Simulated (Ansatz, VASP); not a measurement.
One calculation of Mo3W, two programs

Contents of INCAR:

```
SYSTEM = Mo3W
PREC = Accurate
ENCUT = 520
EDIFF = 1E-6
ISMEAR = 0
SIGMA = 0.1
LREAL = .False.
LASPH = .True.
NELM = 150
ALGO = Fast
ISIF = 2
LWAVE = .False.
LCHARG = .True.
ISPIN = 2
MAGMOM = 1 1 1 0
LORBIT = 11
LMAXMIX = 4
GGA = PE
LELF = .True.
LVHAR = .True.
NBANDS = 40
```

KPOINTS

```
regular mesh
0
Gamma
  6 6 4
  0 0 0
```

File POSCAR:

```
Mo3W
1.0
    3.1659417000      0.0000000000      0.0000000000
    0.0000000000      3.1659417000      0.0000000000
    0.0000000000      0.0000000000      6.3365004000
Mo W
3 1
Direct
    0.0000000000      0.0000000000      0.7506730000
    0.5000000000      0.5000000000      0.0000000000
    0.0000000000      0.0000000000      0.2493270000
    0.5000000000      0.5000000000      0.5000000000
```

Input for Ansatz:

```yaml
crystal:
  lattice:
    - [3.1659417, 0.0, 0.0]
    - [0.0, 3.1659417, 0.0]
    - [0.0, 0.0, 6.3365004]
  atoms:
    - { symbol: Mo, position: [0.0, 0.0, 0.750673], spin: 1.0 }
    - { symbol: Mo, position: [0.5, 0.5, 0.0], spin: 1.0 }
    - { symbol: Mo, position: [0.0, 0.0, 0.249327], spin: 1.0 }
    - { symbol: W, position: [0.5, 0.5, 0.5] }
basis:
  ecutwfc: 420
kpoints:
  mp_grid: { grid: [6, 6, 4] }
hamiltonian:
  xc: pbe
scf:
  occupations: { method: gaussian, width: 0.1 }
  lower_state_search: "off"
output:
  forces: true
  stress: true
  eigenvalues: true
  populations: true
magnetization:
  spin_polarized: true
```

Alike in both runs: task single point; functional PBE; k mesh 6 × 6 × 4; occupations gaussian, width 0.1 eV; collinear spin.

|  | VASP | Ansatz |
| --- | --- | --- |
| version | VASP 6.6.1 | Ansatz 0.2.0 |
| potentials or method | VASP PAW PBE potentials, release 64 (Mo_sv, W_sv), cutoff 520 eV | scalar-relativistic, plane waves, PAW |
| valence electrons in the cell | 56 | 56 |

```tsv
	VASP	Ansatz	Ansatz less VASP
gap on the k mesh at the Fermi level (eV)	none	none	-
pressure (GPa)	0.5	0.1	-0.43
traceless stress, the component that is largest in VASP (GPa)	1.64	1.64	+0.008
rms of the force components (eV/Å)	0.010	0.013	+0.0027
net moment per atom (μB)	0.00	0.00	0.000
```

Atom by atom the forces differ by 0.003 eV/Å (rms over components). A gap of «none» marks a metal or a gap that the smearing closes. The functional is the same, so the differences come from potentials, cutoffs and numerics. Ansatz's warnings: seeded moment not kept.

Spin-orbit coupling is off throughout.
